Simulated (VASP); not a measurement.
# Rh (Fmmm) in VASP: single point with PBEsol

Aim: the single point of Rh with PBEsol.

All numbers are computed with VASP 6.6.1; they aren't measurements. Logs are shortened: lines on timing, memory, paths and dates and some standing lists are left out, and cuts for length are marked.

## (1) The cell of the first run

Symmetry: Fmmm, No. 69, orthorhombic system. Conventional cell: a = 2.645 Å, b = 4.513 Å, c = 9.532 Å, α = 90.00°, β = 90.00°, γ = 90.00°. Rh (site symmetry mm2) has 11 Rh at 2.44 to 3.24 Å within 3.3 Å.

## (2) Single point, PBEsol

INCAR

```
SYSTEM = Rh
ALGO = Normal ; EDIFF = 1E-6
ENCUT = 500 ; GGA = PS
GGA_COMPAT = .FALSE. ; ISIF = 2
ISMEAR = 0 ; LASPH = .TRUE.
LCHARG = .FALSE. ; LREAL = .FALSE.
LWAVE = .FALSE. ; NBANDS = 22
NELM = 120 ; PREC = Accurate
SIGMA = 0.1
```

KPOINTS

```
k-points
0
G
  24 24 24
  0 0 0
```

POSCAR

```
Rh
1.0
    0.0000000000      2.2562697066      4.7660156476
    1.3225179309      0.0000000000      4.7660156476
    1.3225179309      2.2562697066      0.0000000000
Rh
2
Direct
    0.8717849902      0.8717849902      0.1282150098
    0.1282150098      0.1282150098      0.8717849902
```

Potentials or basis: VASP PAW PBE potentials, release 64 (Rh_pv).

The run is started by

```bash
cat potpaw_PBE.64/Rh_pv/POTCAR > POTCAR
mpirun -np 1 vasp_std > vasp.out
```

OUTCAR:

```text
SYSTEM = Rh
   EDIFF = 1E-6
   ENCUT = 500
   GGA = PS
   ISIF = 2
   ISMEAR = 0
   LASPH = .TRUE.
   LREAL = .FALSE.
   NELM = 120
   PREC = Accurate

 ion  position               nearest neighbor table
   1  0.872  0.872  0.128-   2 2.44   2 2.67   2 2.67   2 3.24   2 3.24
   2  0.128  0.128  0.872-   1 2.44   1 2.67   1 2.67   1 3.24   1 3.24

  LATTYP: Found a face centered orthorhombic cell.
 ALAT       =     2.6450358618
 B/A-ratio  =     1.7060409193
 C/A-ratio  =     3.6037436894

  Lattice vectors:

 A1 = (   0.0000000000,   2.2562697066,   4.7660156476)
 A2 = (   1.3225179309,   0.0000000000,   4.7660156476)
 A3 = (   1.3225179309,   2.2562697066,   0.0000000000)

Analysis of symmetry for initial positions (statically):
=====================================================================
 Subroutine PRICEL returns:
 Original cell was already a primitive cell.

 Routine SETGRP: Setting up the symmetry group for a
 face centered orthorhombic supercell.

 Subroutine GETGRP returns: Found  8 space group operations
 (whereof  8 operations were pure point group operations)
 out of a pool of  8 trial point group operations.

The static configuration has the point symmetry D_2h.

Analysis of symmetry for dynamics (positions and initial velocities):
=====================================================================
 Subroutine PRICEL returns:
 Original cell was already a primitive cell.

 Routine SETGRP: Setting up the symmetry group for a
 face centered orthorhombic supercell.

 Subroutine GETGRP returns: Found  8 space group operations
 (whereof  8 operations were pure point group operations)
 out of a pool of  8 trial point group operations.

The dynamic configuration has the point symmetry D_2h.

 Subroutine INISYM returns: Found  8 space group operations
 (whereof  8 operations are pure point group operations),
 and found     1 'primitive' translations

----------------------------------------------------------------------------------------

                                     Primitive cell

  volume of cell :      28.4432

  direct lattice vectors                    reciprocal lattice vectors
     0.000000000  2.256269707  4.766015648    -0.378066708  0.221604713  0.104909433
     1.322517931  0.000000000  4.766015648     0.378066708 -0.221604713  0.104909433
     1.322517931  2.256269707  0.000000000     0.378066708  0.221604713 -0.104909433

  length of vectors
     5.273107067  4.946105421  2.615302404     0.450609668  0.450609668  0.450609668

  position of ions in fractional coordinates (direct lattice)
     0.871784990  0.871784990  0.128215010
     0.128215010  0.128215010  0.871784990

  ion indices of the primitive-cell ions
   primitive index   ion index
                 1           1
                 2           2

----------------------------------------------------------------------------------------

 KPOINTS: k-points

Automatic generation of k-mesh.
 Grid dimensions read from file:
 generate k-points for:   24   24   24

 Generating k-lattice:

  Cartesian coordinates                     Fractional coordinates (reciprocal lattice)
    -0.015752779  0.009233530  0.004371226     0.041666667  0.000000000  0.000000000
     0.015752779 -0.009233530  0.004371226     0.000000000  0.041666667 -0.000000000
     0.015752779  0.009233530 -0.004371226     0.000000000 -0.000000000  0.041666667

  Length of vectors
     0.018775403  0.018775403  0.018775403

  Shift w.r.t. Gamma in fractional coordinates (k-lattice)
     0.000000000  0.000000000  0.000000000

 Subroutine IBZKPT returns following result:
 ===========================================

 Found   1963 irreducible k-points:

 Following reciprocal coordinates:
            Coordinates               Weight
  0.000000  0.000000  0.000000      1.000000
  0.041667  0.000000  0.000000      8.000000
  0.083333  0.000000 -0.000000      8.000000
  0.125000  0.000000  0.000000      8.000000
  0.166667  0.000000  0.000000      8.000000
  0.208333  0.000000 -0.000000      8.000000
[... 16 lines left out ...]
  0.416667  0.041667 -0.000000      8.000000
  0.458333  0.041667 -0.000000      8.000000
 [... further k-points ...]
   k-points           NKPTS =   1963   k-points in BZ     NKDIM =   1963   number of bands    NBANDS=     22
   number of dos      NEDOS =    301   number of ions     NIONS =      2
   total plane-waves  NPLWV =  28800
   dimension x,y,z NGX =    40 NGY =   36 NGZ =   20
   dimension x,y,z NGXF=    80 NGYF=   72 NGZF=   40
   ions per type =               2
   NGX,Y,Z   is equivalent  to a cutoff of  12.61, 12.10, 12.71 a.u.
   NGXF,Y,Z  is equivalent  to a cutoff of  25.22, 24.20, 25.43 a.u.
 SYSTEM =  Rh
   PREC   = accura    normal or accurate (medium, high low for compatibility)
   ISTART =      0    job   : 0-new  1-cont  2-samecut
   ICHARG =      2    charge: 1-file 2-atom 10-const
   ISPIN  =      1    spin polarized calculation?
   LNONCOLLINEAR =      F non collinear calculations
   LSORBIT =      F    spin-orbit coupling
   LASPH  =      T    aspherical Exc in radial PAW
   ENCUT  =  500.0 eV  36.75 Ry    6.06 a.u.   9.61  9.02  4.77*2*pi/ulx,y,z
   NELM   =    120;   NELMIN=  2; NELMDL= -5     # of ELM steps
   EDIFF  = 0.1E-05   stopping-criterion for ELM
   LREAL  =      F    real-space projection
   EDIFFG = 0.1E-04   stopping-criterion for IOM
   NSW    =      0    number of steps for IOM
   IBRION =     -1    ionic relax: 0-MD 1-quasi-New 2-CG
   NFREE  =      0    steps in history (QN), initial steepest desc. (CG)
   ISIF   =      2    stress and relaxation
   ISYM   =      2    0-nonsym 1-usesym 2-fastsym
   POTIM  = 0.5000    time-step for ionic-motion
   TEBEG  =    0.0;   TEEND  =   0.0 temperature during run
   PSTRESS=    0.0 pullay stress
   NELECT =      30.0000    total number of electrons
   NUPDOWN=      -1.0000    fix difference up-down
   EMIN   =  10.00;   EMAX   =-10.00  energy-range for DOS
   EFERMI =   0.00;   METHOD = LEGACY
   ISMEAR =     0;   SIGMA  =   0.10  broadening in eV -4-tet -1-fermi 0-gaus
   EFERMI_NEDOS =   21; number of points for ismear=-14 and -15
   IALGO  =     38    algorithm
   IMIX   =      4    mixing-type and parameters
     AMIX     =   0.40;   BMIX     =  1.00
     AMIX_MAG =   1.60;   BMIX_MAG =  1.00
  volume/ion in A,a.u.               =      14.22        95.97
  Fermi-wavevector in a.u.,A,eV,Ry     =   1.666438  3.149112 37.783604  2.777017
  Thomas-Fermi vector in A             =   2.752634
   LORBIT       =      0    0 simple, 1 ext, 2 COOP (PROOUT), +10 PAW based schemes
   GGA     = PS    functional components
   LHFCALC =     F    Hartree Fock is set to
   AEXX    =    0.0000 exact exchange contribution
   IVDW    =     0    specifies the selected vdW correction
   LEPSILON=     F    determine dielectric tensor
   LRPA    =     F    only Hartree local field effects (RPA)
 non-spin polarized calculation
 Gauss-broadening in eV      SIGMA  =   0.10
  energy-cutoff  :      500.00
  volume of cell :       28.44
 maximum number of plane-waves:       736
   NGX = 19   NGY = 17   NGZ =  9

 number of electron      29.9999997 magnetization

 Free energy of the ion-electron system (eV)
  ---------------------------------------------------
  ext. energy  EPLUGINS =         0.00000000
  ---------------------------------------------------
  free energy    TOTEN  =       -15.61709600 eV

  energy without entropy =      -15.60273159  energy(sigma->0) =      -15.60991380

 E-fermi :  11.0385     XC(G=0): -13.9480

 val. band max:       11.0381962228   @ k =  -0.2083   0.2083   0.0833
 cond. band min:      11.0385650503   @ k =   0.4583   0.1667   0.2917
 fundamental gap:      0.0003688275
 Fermi energy:        11.0384571806

 k-point     1 :       0.0000    0.0000    0.0000
  band No.  band energies     occupation
      1     -35.8112      2.00000
      2     -35.0931      2.00000
      3     -35.0699      2.00000
      4     -35.0367      2.00000
      5     -34.9950      2.00000
      6     -34.9750      2.00000
[... 14 lines left out ...]
     21      28.8377      0.00000
     22      28.8980      0.00000

 k-point     2 :       0.0417    0.0000    0.0000
  band No.  band energies     occupation
      1     -35.8074      2.00000
      2     -35.1042      2.00000
      3     -35.0797      2.00000
      4     -35.0417      2.00000
      5     -34.9946      2.00000
      6     -34.9804      2.00000
[... 14 lines left out ...]
     21      28.9283      0.00000
     22      28.9626      0.00000

 k-point     3 :       0.0833    0.0000   -0.0000
  band No.  band energies     occupation
      1     -35.7962      2.00000
      2     -35.1373      2.00000
      3     -35.1116      2.00000
      4     -35.0530      2.00000
      5     -34.9955      2.00000
      6     -34.9938      2.00000
[... 14 lines left out ...]
     21      29.1059      0.00000
     22      29.1940      0.00000

 k-point     4 :       0.1250    0.0000    0.0000
  band No.  band energies     occupation
      1     -35.7784      2.00000
      2     -35.1920      2.00000
      3     -35.1645      2.00000
      4     -35.0678      2.00000
      5     -35.0156      2.00000
      6     -34.9949      2.00000
[... 14 lines left out ...]
     21      29.1843      0.00000
     22      29.5972      0.00000

 k-point     5 :       0.1667    0.0000    0.0000
  band No.  band energies     occupation
      1     -35.7552      2.00000
      2     -35.2655      2.00000
      3     -35.2331      2.00000
      4     -35.0859      2.00000
      5     -35.0387      2.00000
      6     -34.9978      2.00000
[... 417 lines left out ...]
 k-point    22 :       0.3750    0.0417   -0.0000
  band No.  band energies     occupation
      1     -35.6670      2.00000
      2     -35.6304      2.00000
      3     -35.5043      2.00000
      4     -35.1764      2.00000
      5     -35.1245      2.00000
      6     -35.0438      2.00000
[... 14 lines left out ...]
     21      25.6403      0.00000
     22      28.4648      0.00000

 k-point    23 :       0.4167    0.0417   -0.0000
  band No.  band energies     occupation
      1     -35.7061      2.00000
      2     -35.6931      2.00000
      3     -35.5167      2.00000
      4     -35.1953      2.00000
      5     -35.1401      2.00000
      6     -35.0510      2.00000
[... 14 lines left out ...]
     21      24.7360      0.00000
     22      27.8087      0.00000

 k-point    24 :       0.4583    0.0417   -0.0000
  band No.  band energies     occupation
      1     -35.7606      2.00000
      2     -35.7311      2.00000
      3     -35.5123      2.00000
      4     -35.2095      2.00000
      5     -35.1520      2.00000
      6     -35.0556      2.00000
[... 14 lines left out ...]
     21      24.0000      0.00000
     22      27.2223      0.00000

 [... further k-points ...]
[... 5 lines left out ...]
  --------------------------------------------------------------------------------------
  -------------------------------------------------------------------------------------
  Total       -0.0036912     -0.0082271      0.0071960     -0.0000000      0.0000000      0.0000000
  in kB       -0.2079222     -0.4634239      0.4053426     -0.0000000      0.0000000      0.0000000
  external PRESSURE =      -0.0886678 kB  Pullay stress =       0.0000000 kB

 VOLUME and BASIS-vectors are now :
 -----------------------------------------------------------------------------
  energy-cutoff  :      500.00
  volume of cell :       28.44
      direct lattice vectors                 reciprocal lattice vectors
     0.000000000  2.256269707  4.766015648    -0.378066708  0.221604713  0.104909433
     1.322517931  0.000000000  4.766015648     0.378066708 -0.221604713  0.104909433
     1.322517931  2.256269707  0.000000000     0.378066708  0.221604713 -0.104909433

 POSITION                                       TOTAL-FORCE (eV/Angst)
 -----------------------------------------------------------------------------------
      1.32252      2.25627      8.30988         0.000000      0.000000     -0.006674
      1.32252      2.25627      1.22215         0.000000      0.000000      0.006674
 -----------------------------------------------------------------------------------
    total drift:                               -0.000000     -0.000000     -0.000000

  FREE ENERGIE OF THE ION-ELECTRON SYSTEM (eV)
  ---------------------------------------------------
  free  energy   TOTEN  =       -15.6170960047 eV

  energy  without entropy=      -15.6027315932  energy(sigma->0) =      -15.60991380
```

Run time: 8.1 min. Hardware: 1 thread of Intel Xeon 6975P-C (Granite Rapids), shared host; peak memory 0.92 GiB.

What came out:

```yaml
Free_energy: -15.6171 eV
Pressure: 0.0 GPa
Largest_force: 0.007 eV/Å
Band_gap_on_the_k_mesh: zero (bands 15 and 16 overlap by 2.32 eV)
```

Forces in eV/Å, atoms in the order of the input:
```
Rh   0.000  0.000 -0.007
Rh   0.000  0.000  0.007
```

Levels at points of the mesh, in eV from the Fermi level:
| k point | band 11 | band 12 | band 13 | band 14 | band 15 | band 16 | band 17 | band 18 | band 19 | band 20 |
| --- | --- | --- | --- | --- | --- | --- | --- | --- | --- | --- |
| (0.00, 0.00, 0.00) | -2.58 | -2.55 | -2.16 | -0.98 | -0.59 | -0.22 | -0.05 | 0.66 | 7.28 | 17.00 |
| (0.50, 0.00, 0.00) | -1.64 | -1.58 | -0.36 | -0.11 | 1.18 | 1.29 | 3.14 | 4.75 | 7.68 | 11.64 |
| (0.50, 0.50, 0.00) | -2.92 | -2.41 | -2.28 | -2.09 | -1.66 | -0.57 | 0.18 | 1.13 | 12.33 | 12.52 |
| (0.50, 0.00, 0.50) | -1.39 | -1.04 | -0.98 | 0.63 | 1.27 | 1.33 | 1.82 | 7.21 | 7.25 | 8.19 |
| (0.00, 0.50, 0.50) | -2.61 | -2.17 | -0.79 | 0.66 | 1.16 | 1.44 | 4.49 | 4.81 | 7.87 | 8.13 |

Caveat: the PAW data sets were made with another functional, which shifts forces and pressure a little.
